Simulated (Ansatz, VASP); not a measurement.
**Two plane-wave programs on Na3SbF6**

```
CELL_PARAMETERS angstrom
0.00000 4.41072 4.41072
4.41072 0.00000 4.41072
4.41072 4.41072 0.00000
ATOMIC_POSITIONS crystal
Na 0.75000 0.75000 0.75000
Na 0.25000 0.25000 0.25000
Na 0.50000 0.50000 0.50000
Sb 0.00000 0.00000 0.00000
F 0.75222 0.24778 0.24778
F 0.24778 0.24778 0.75222
F 0.24778 0.75222 0.75222
F 0.24778 0.75222 0.24778
F 0.75222 0.24778 0.75222
F 0.75222 0.75222 0.24778
```

Alike in both runs: functional PBE; k mesh 6 × 6 × 6; occupations gaussian, width 0.02 eV; no spin polarisation.

Ansatz relaxed the structure, and its values are those at the end. VASP's run is a single point on that final structure, the one shown.

|  | VASP | Ansatz |
| --- | --- | --- |
| version | VASP 6.6.1 | Ansatz 0.2.0 |
| potentials or method | VASP PAW PBE potentials, release 64 (Na_pv, Sb, F), cutoff 520 eV | scalar-relativistic, plane waves, PAW |
| valence electrons in the cell | 68 | 84 |

```tsv
	VASP	Ansatz	Ansatz less VASP
gap on the k mesh at the Fermi level (eV)	3.36	3.34	-0.022
least direct gap on the mesh (eV)	3.59	3.58	-0.007
pressure (GPa)	-0.5	0.0	+0.51
rms of the force components (eV/Å)	0.036	0.000	-0.0353
```

The functional is the same, so the differences come from potentials, cutoffs and numerics. VASP's potentials hold 68 valence electrons a cell and Ansatz's 84, so a difference there can come from the potentials and not from the codes.

Spin-orbit coupling is off throughout.
